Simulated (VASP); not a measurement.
The system is SrCd.

```
CELL_PARAMETERS angstrom
4.00300 0.00000 0.00000
0.00000 4.00300 0.00000
0.00000 0.00000 4.00300
ATOMIC_POSITIONS crystal
Sr 0.50000 0.50000 0.50000
Cd 0.00000 0.00000 0.00000
```

| Item | Value |
| --- | --- |
| Program | VASP 6.6.1 |
| Task | relaxation of cell and atoms |
| Functional | LDA |
| Potentials or basis | VASP PAW LDA potentials, release 64 (Sr_sv, Cd) |
| Cutoff | 600 eV |
| k mesh | 5 × 5 × 5 |
| Occupations | fermi-dirac, width 0.05 eV |
| Spin | no spin polarisation |

At the start: pressure -2.3 GPa; volume 32.07 Å³/atom.

**Question.** Where does the relaxation end?

**Answer.** Over 3 steps the energy falls by 19.7 meV/atom and the volume is 29.59 Å³/atom (-7.7 %); space group Pm-3m (No. 221, to 0.05 Å).

Step by step:
```
step  energy change (eV)  largest force (eV/Å)  pressure (GPa)  volume (Å³)
   1              0.0000                0.0000           -2.34        64.14
   2             -0.0385                0.0000           -0.41        59.88
   3             -0.0394                0.0000           -0.03        59.19
```

Final structure:
```xyz
2
Lattice="3.8971 0.0000 0.0000 0.0000 3.8971 0.0000 0.0000 0.0000 3.8971" Properties=species:S:1:pos:R:3 pbc="T T T"
Sr    1.9485    1.9485    1.9485
Cd    0.0000    0.0000    0.0000
```
